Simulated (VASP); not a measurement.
**Pb: single point with LDA**

The system is Pb.

```
CELL_PARAMETERS angstrom
3.43297 0.00000 0.00000
-1.71648 2.97304 0.00000
0.00000 0.00000 5.51445
ATOMIC_POSITIONS crystal
Pb 0.66667 0.33333 0.75000
Pb 0.33333 0.66667 0.25000
```

This cell differs from its parent crystal: volume scaled by 0.96.

```json
{
  "Program": "VASP 6.6.1",
  "Task": "single point",
  "Functional": "LDA",
  "Potentials or basis": "VASP PAW LDA potentials, release 64 (Pb_d)",
  "Cutoff": "520 eV",
  "k mesh": "9 × 9 × 5",
  "Occupations": "fermi-dirac, width 0.05 eV",
  "Spin": "no spin polarisation",
  "Dipole correction": "no",
  "Further INCAR settings": "ALGO = Normal; EDIFF = 1e-07; NBANDS = 21"
}
```

The pressure is 1.7 GPa and the band gap on the k mesh is zero (band 14 reaches 13.78 eV, above the bottom of band 15 at 5.73 eV).

Stress tensor (GPa, compression positive):
```
0.14 0.00 0.00
0.00 0.14 0.00
0.00 0.00 4.66
```

Levels at points of the mesh, in eV from the Fermi level:
```
           k point  band 12  band 13  band 14  band 15  band 16  band 17
(0.00, 0.00, 0.00)    -8.03    -4.49     5.77     5.77     7.77     7.77
```

Run time: 28 s on 1 thread of Intel(R) Xeon(R) Platinum 8488C (Sapphire Rapids), with other jobs on the host, peak memory 0.17 GiB.

Caveat: spin-orbit coupling is left out, which moves the levels of the heavy elements.
